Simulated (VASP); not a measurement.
Set up this calculation in VASP 6.6.1, as the native input.

| Property | Result |
| --- | --- |
| Task | single point |
| Functional | RPBE |
| Potentials or basis | VASP PAW PBE potentials, release 64 (Sn_d, Al) |
| Cutoff | 520 eV |
| k mesh | 7 × 7 × 8 |
| Occupations | fermi-dirac, width 0.05 eV |
| Spin | no spin polarisation |
| Dipole correction | no |
| Further INCAR settings | ALGO = Fast; EDIFF = 1e-07; NBANDS = 16 |

The structure of AlSn lies in POSCAR:

```
AlSn
1.0
    4.2425208146      0.0000000000      0.0000000000
   -2.1212604073      3.6741308016      0.0000000000
    0.0000000000      0.0000000000      3.3372393535
Sn Al
1 1
Direct
    0.3333333333      0.6666666667      0.5000000000
    0.0000000000      0.0000000000      0.0000000000
```

These files were run (other wordings do the same):

INCAR

```
PREC = Accurate ; ENCUT = 520
EDIFF = 1E-7 ; ISMEAR = -1
SIGMA = 0.05 ; LREAL = False
LASPH = True ; NELM = 60
ALGO = Fast ; ISIF = 2
LWAVE = False ; LCHARG = False
GGA = RP ; NBANDS = 16
```

KPOINTS

```
Automatic mesh
0
Gamma
  7 7 8
```

Potentials or basis: VASP PAW PBE potentials, release 64 (Sn_d, Al).

Run with:

```bash
$ cat potpaw_PBE.64/Sn_d/POTCAR potpaw_PBE.64/Al/POTCAR > POTCAR
$ mpirun -np 1 vasp_std > vasp.out
```

It gave:

```
Pressure : -0.1 GPa
```

Caveat: the PAW data sets were made with another functional, which shifts forces and pressure a little.

Run time: 18 s on 1 thread of Intel(R) Xeon(R) Platinum 8559C (Emerald Rapids), on a shared host, peak memory 0.18 GiB.
